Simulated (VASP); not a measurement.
# NbN (m.b) (Fm-3m) in VASP: single point with PBE

Aim: the single point of NbN (m.b) with PBE.

Program: VASP 6.6.1. These are calculated values, not measurements. Logs are shortened: lines on timing, memory, paths and dates and some standing lists are left out, and cuts for length are marked.

## 1. The cell of the first run

Symmetry: Fm-3m, No. 225, cubic system. Conventional cell: a = 4.421 Å, b = 4.421 Å, c = 4.421 Å, α = 90.00°, β = 90.00°, γ = 90.00°. Within 2.9 Å of Nb (site symmetry m-3m) lie 6 N at 2.21 Å. N (site symmetry m-3m) has 6 Nb at 2.21 Å within 2.9 Å.

## 2. Single point, PBE

Contents of INCAR:

```
  PREC = Accurate
  ENCUT = 600
  EDIFF = 1E-6
  ISMEAR = 0
  SIGMA = 0.1
  LREAL = F
  LASPH = T
  NELM = 120
  ALGO = Normal
  ISIF = 2
  LWAVE = F
  LCHARG = F
  GGA = PE
  NBANDS = 16
  GGA_COMPAT = F
```

Contents of KPOINTS:

```
Automatic mesh
0
Gamma
  16 16 16
```

Contents of POSCAR:

```
NbN
1.0
    0.0000000000      2.2107216782      2.2107216782
    2.2107216782      0.0000000000      2.2107216782
    2.2107216782      2.2107216782      0.0000000000
Nb N
1 1
Direct
    0.0000000000      0.0000000000      0.0000000000
    0.5000000000      0.5000000000      0.5000000000
```

Potentials or basis: VASP PAW PBE potentials, release 64 (Nb_sv, N).

Command:

```sh
> cat potpaw_PBE.64/Nb_sv/POTCAR potpaw_PBE.64/N/POTCAR > POTCAR
> mpirun -np 1 vasp_std > vasp.out
```

OUTCAR:

```text
PREC = Accurate
   ENCUT = 600
   EDIFF = 1E-6
   ISMEAR = 0
   LREAL = F
   LASPH = T
   NELM = 120
   ISIF = 2
   GGA = PE

 ion  position               nearest neighbor table
   1  0.000  0.000  0.000-   2 2.21   2 2.21   2 2.21   2 2.21   2 2.21   2 2.21
   2  0.500  0.500  0.500-   1 2.21   1 2.21   1 2.21   1 2.21   1 2.21   1 2.21

  LATTYP: Found a face centered cubic cell.
 ALAT       =     4.4214433564

  Lattice vectors:

 A1 = (   0.0000000000,   2.2107216782,   2.2107216782)
 A2 = (   2.2107216782,   0.0000000000,   2.2107216782)
 A3 = (   2.2107216782,   2.2107216782,   0.0000000000)

Analysis of symmetry for initial positions (statically):
=====================================================================
 Subroutine PRICEL returns:
 Original cell was already a primitive cell.

 Routine SETGRP: Setting up the symmetry group for a
 face centered cubic supercell.

 Subroutine GETGRP returns: Found 48 space group operations
 (whereof 48 operations were pure point group operations)
 out of a pool of 48 trial point group operations.

The static configuration has the point symmetry O_h .

Analysis of symmetry for dynamics (positions and initial velocities):
=====================================================================
 Subroutine PRICEL returns:
 Original cell was already a primitive cell.

 Routine SETGRP: Setting up the symmetry group for a
 face centered cubic supercell.

 Subroutine GETGRP returns: Found 48 space group operations
 (whereof 48 operations were pure point group operations)
 out of a pool of 48 trial point group operations.

The dynamic configuration has the point symmetry O_h .

 Subroutine INISYM returns: Found 48 space group operations
 (whereof 48 operations are pure point group operations),
 and found     1 'primitive' translations

----------------------------------------------------------------------------------------

                                     Primitive cell

  volume of cell :      21.6089

  direct lattice vectors                    reciprocal lattice vectors
     0.000000000  2.210721678  2.210721678    -0.226170488  0.226170488  0.226170488
     2.210721678  0.000000000  2.210721678     0.226170488 -0.226170488  0.226170488
     2.210721678  2.210721678  0.000000000     0.226170488  0.226170488 -0.226170488

  length of vectors
     3.126432580  3.126432580  3.126432580     0.391738776  0.391738776  0.391738776

  position of ions in fractional coordinates (direct lattice)
     0.000000000  0.000000000  0.000000000
     0.500000000  0.500000000  0.500000000

  ion indices of the primitive-cell ions
   primitive index   ion index
                 1           1
                 2           2

----------------------------------------------------------------------------------------

 KPOINTS: Automatic mesh

Automatic generation of k-mesh.
 Grid dimensions read from file:
 generate k-points for:   16   16   16

 Generating k-lattice:

  Cartesian coordinates                     Fractional coordinates (reciprocal lattice)
    -0.014135655  0.014135655  0.014135655     0.062500000  0.000000000  0.000000000
     0.014135655 -0.014135655  0.014135655     0.000000000  0.062500000  0.000000000
     0.014135655  0.014135655 -0.014135655     0.000000000  0.000000000  0.062500000

  Length of vectors
     0.024483673  0.024483673  0.024483673

  Shift w.r.t. Gamma in fractional coordinates (k-lattice)
     0.000000000  0.000000000  0.000000000

 Subroutine IBZKPT returns following result:
 ===========================================

 Found    145 irreducible k-points:

 Following reciprocal coordinates:
            Coordinates               Weight
  0.000000  0.000000  0.000000      1.000000
  0.062500  0.000000  0.000000      8.000000
  0.125000  0.000000  0.000000      8.000000
  0.187500  0.000000  0.000000      8.000000
  0.250000  0.000000  0.000000      8.000000
  0.312500  0.000000  0.000000      8.000000
[... 16 lines left out ...]
 -0.125000  0.062500  0.000000     24.000000
 -0.062500  0.062500  0.000000     12.000000
 [... further k-points ...]
   k-points           NKPTS =    145   k-points in BZ     NKDIM =    145   number of bands    NBANDS=     16
   number of dos      NEDOS =    301   number of ions     NIONS =      2
   total plane-waves  NPLWV =  21952
   dimension x,y,z NGX =    28 NGY =   28 NGZ =   28
   dimension x,y,z NGXF=    56 NGYF=   56 NGZF=   56
   ions per type =               1   1
   NGX,Y,Z   is equivalent  to a cutoff of  14.89, 14.89, 14.89 a.u.
   NGXF,Y,Z  is equivalent  to a cutoff of  29.78, 29.78, 29.78 a.u.
 SYSTEM =  unknown system
   PREC   = accura    normal or accurate (medium, high low for compatibility)
   ISTART =      0    job   : 0-new  1-cont  2-samecut
   ICHARG =      2    charge: 1-file 2-atom 10-const
   ISPIN  =      1    spin polarized calculation?
   LNONCOLLINEAR =      F non collinear calculations
   LSORBIT =      F    spin-orbit coupling
   LASPH  =      T    aspherical Exc in radial PAW
   ENCUT  =  600.0 eV  44.10 Ry    6.64 a.u.   6.24  6.24  6.24*2*pi/ulx,y,z
   NELM   =    120;   NELMIN=  2; NELMDL= -5     # of ELM steps
   EDIFF  = 0.1E-05   stopping-criterion for ELM
   LREAL  =      F    real-space projection
   EDIFFG = 0.1E-04   stopping-criterion for IOM
   NSW    =      0    number of steps for IOM
   IBRION =     -1    ionic relax: 0-MD 1-quasi-New 2-CG
   NFREE  =      0    steps in history (QN), initial steepest desc. (CG)
   ISIF   =      2    stress and relaxation
   ISYM   =      2    0-nonsym 1-usesym 2-fastsym
   POTIM  = 0.5000    time-step for ionic-motion
   TEBEG  =    0.0;   TEEND  =   0.0 temperature during run
   PSTRESS=    0.0 pullay stress
   NELECT =      18.0000    total number of electrons
   NUPDOWN=      -1.0000    fix difference up-down
   EMIN   =  10.00;   EMAX   =-10.00  energy-range for DOS
   EFERMI =   0.00;   METHOD = LEGACY
   ISMEAR =     0;   SIGMA  =   0.10  broadening in eV -4-tet -1-fermi 0-gaus
   EFERMI_NEDOS =   21; number of points for ismear=-14 and -15
   IALGO  =     38    algorithm
   IMIX   =      4    mixing-type and parameters
     AMIX     =   0.40;   BMIX     =  1.00
     AMIX_MAG =   1.60;   BMIX_MAG =  1.00
  volume/ion in A,a.u.               =      10.80        72.91
  Fermi-wavevector in a.u.,A,eV,Ry     =   1.540358  2.910854 32.282570  2.372702
  Thomas-Fermi vector in A             =   2.646456
   LORBIT       =      0    0 simple, 1 ext, 2 COOP (PROOUT), +10 PAW based schemes
   GGA     = PE    functional components
   LHFCALC =     F    Hartree Fock is set to
   AEXX    =    0.0000 exact exchange contribution
   IVDW    =     0    specifies the selected vdW correction
   LEPSILON=     F    determine dielectric tensor
   LRPA    =     F    only Hartree local field effects (RPA)
 non-spin polarized calculation
 Gauss-broadening in eV      SIGMA  =   0.10
  energy-cutoff  :      600.00
  volume of cell :       21.61
 maximum number of plane-waves:       736
 NGX is ok and might be reduce to    28
   NGX = 13   NGY = 13   NGZ = 13

 number of electron      18.0000000 magnetization

 Free energy of the ion-electron system (eV)
  ---------------------------------------------------
  ext. energy  EPLUGINS =         0.00000000
  ---------------------------------------------------
  free energy    TOTEN  =       -20.53794173 eV

  energy without entropy =      -20.53157816  energy(sigma->0) =      -20.53475994

 E-fermi :  13.6980     XC(G=0): -13.2727

 val. band max:       13.6900464713   @ k =  -0.3125   0.3125   0.1250
 cond. band min:      13.7004951954   @ k =  -0.2500   0.3750   0.1250
 fundamental gap:      0.0104487241
 Fermi energy:        13.6980293934

 k-point     1 :       0.0000    0.0000    0.0000
  band No.  band energies     occupation
      1     -42.7307      2.00000
      2     -18.4013      2.00000
      3     -18.4013      2.00000
      4     -18.4013      2.00000
      5      -3.8079      2.00000
      6      10.4106      2.00000
[... 8 lines left out ...]
     15      23.1263      0.00000
     16      36.0471      0.00000

 k-point     2 :       0.0625    0.0000    0.0000
  band No.  band energies     occupation
      1     -42.7260      2.00000
      2     -18.4420      2.00000
      3     -18.4047      2.00000
      4     -18.4047      2.00000
      5      -3.7253      2.00000
      6       9.9408      2.00000
[... 8 lines left out ...]
     15      23.3780      0.00000
     16      35.1760      0.00000

 k-point     3 :       0.1250    0.0000    0.0000
  band No.  band energies     occupation
      1     -42.7127      2.00000
      2     -18.5561      2.00000
      3     -18.4143      2.00000
      4     -18.4143      2.00000
      5      -3.4882      2.00000
      6       9.0161      2.00000
[... 8 lines left out ...]
     15      24.0640      0.00000
     16      33.5644      0.00000

 k-point     4 :       0.1875    0.0000    0.0000
  band No.  band energies     occupation
      1     -42.6926      2.00000
      2     -18.7229      2.00000
      3     -18.4286      2.00000
      4     -18.4286      2.00000
      5      -3.1263      2.00000
      6       7.9875      2.00000
[... 8 lines left out ...]
     15      24.9557      0.00000
     16      32.1325      0.00000
[... 324 lines left out ...]
 k-point    22 :      -0.1875    0.0625    0.0000
  band No.  band energies     occupation
      1     -42.6816      2.00000
      2     -18.7920      2.00000
      3     -18.4719      2.00000
      4     -18.4211      2.00000
      5      -2.9433      2.00000
      6       7.4801      2.00000
[... 8 lines left out ...]
     15      25.3770      0.00000
     16      30.5221      0.00000

 k-point    23 :      -0.1250    0.0625    0.0000
  band No.  band energies     occupation
      1     -42.7029      2.00000
      2     -18.6223      2.00000
      3     -18.4496      2.00000
      4     -18.4088      2.00000
      5      -3.3212      2.00000
      6       8.4160      2.00000
[... 8 lines left out ...]
     15      24.5396      0.00000
     16      32.1724      0.00000

 k-point    24 :      -0.0625    0.0625    0.0000
  band No.  band energies     occupation
      1     -42.7185      2.00000
      2     -18.4982      2.00000
      3     -18.4260      2.00000
      4     -18.4031      2.00000
      5      -3.5934      2.00000
      6       9.3025      2.00000
[... 8 lines left out ...]
     15      23.7755      0.00000
     16      33.9514      0.00000

 [... further k-points ...]
[... 5 lines left out ...]
  --------------------------------------------------------------------------------------
  -------------------------------------------------------------------------------------
  Total       -0.0883225     -0.0883225     -0.0883225     -0.0000000     -0.0000000      0.0000000
  in kB       -6.5486176     -6.5486176     -6.5486176     -0.0000000     -0.0000000      0.0000000
  external PRESSURE =      -6.5486176 kB  Pullay stress =       0.0000000 kB

 VOLUME and BASIS-vectors are now :
 -----------------------------------------------------------------------------
  energy-cutoff  :      600.00
  volume of cell :       21.61
      direct lattice vectors                 reciprocal lattice vectors
     0.000000000  2.210721678  2.210721678    -0.226170488  0.226170488  0.226170488
     2.210721678  0.000000000  2.210721678     0.226170488 -0.226170488  0.226170488
     2.210721678  2.210721678  0.000000000     0.226170488  0.226170488 -0.226170488

 POSITION                                       TOTAL-FORCE (eV/Angst)
 -----------------------------------------------------------------------------------
      0.00000      0.00000      0.00000        -0.000000      0.000000     -0.000000
      2.21072      2.21072      2.21072         0.000000     -0.000000      0.000000
 -----------------------------------------------------------------------------------
    total drift:                                0.000000      0.000000      0.000000

  FREE ENERGIE OF THE ION-ELECTRON SYSTEM (eV)
  ---------------------------------------------------
  free  energy   TOTEN  =       -20.5379417283 eV

  energy  without entropy=      -20.5315781583  energy(sigma->0) =      -20.53475994
```

It took 64 s on 1 thread of Intel Xeon Platinum 8375C at 2.90GHz (Ice Lake), shared host; peak memory 0.2 GiB.

What came out:

- Free energy: -20.5379 eV
- Pressure: -0.7 GPa
- Band gap on the k mesh: zero (band 9 reaches 15.12 eV, above the bottom of band 10 at 11.73 eV)

Levels at points of the mesh, in eV from the Fermi level:
| k point | band 6 | band 7 | band 8 | band 9 | band 10 | band 11 | band 12 | band 13 |
| --- | --- | --- | --- | --- | --- | --- | --- | --- |
| (0.00, 0.00, 0.00) | -3.29 | -3.29 | -3.29 | -1.97 | -1.97 | -1.97 | -0.15 | -0.15 |
| (0.50, 0.00, 0.00) | -9.01 | -6.94 | -6.94 | 1.43 | 1.43 | 1.92 | 4.47 | 6.61 |
| (0.50, 0.50, 0.00) | -5.72 | -4.93 | -3.96 | -3.96 | 1.55 | 2.70 | 2.70 | 3.87 |
